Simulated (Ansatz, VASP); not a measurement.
Sb: VASP beside Ansatz

```
Sb
1.0
     2.16470    1.24979    3.82741
    -2.16470    1.24979    3.82741
     0.00000   -2.49958    3.82741
Sb
2
Direct
  0.23152 0.23152 0.23152
  0.76848 0.76848 0.76848
```

Alike in both runs: task single point; functional r2SCAN; k mesh 8 × 8 × 8; occupations fermi-dirac, width 0.02 eV; no spin polarisation.

|  | VASP | Ansatz |
| --- | --- | --- |
| version | VASP 6.6.1 | Ansatz 0.2.0 |
| potentials or method | VASP PAW PBE potentials, release 64 (Sb) | plane waves, PAW |
| plane-wave cutoff (eV) | 520 | 500 |
| valence electrons in the cell | 10 | 30 |

|  | VASP | Ansatz | Ansatz less VASP |
| --- | --- | --- | --- |
| pressure (GPa) | 0.9 | 0.8 | -0.12 |
| traceless stress, the component that is largest in VASP (GPa) | -0.01 | 0.09 | +0.092 |
| rms of the force components (eV/Å) | 0.066 | 0.034 | -0.0315 |

VASP's potentials were made for PBE, not for r2SCAN. Atom by atom the forces differ by 0.032 eV/Å (rms over components). VASP's potentials hold 10 valence electrons a cell and Ansatz's 30, so a difference there can come from the potentials and not from the codes.

Spin-orbit coupling is off throughout.
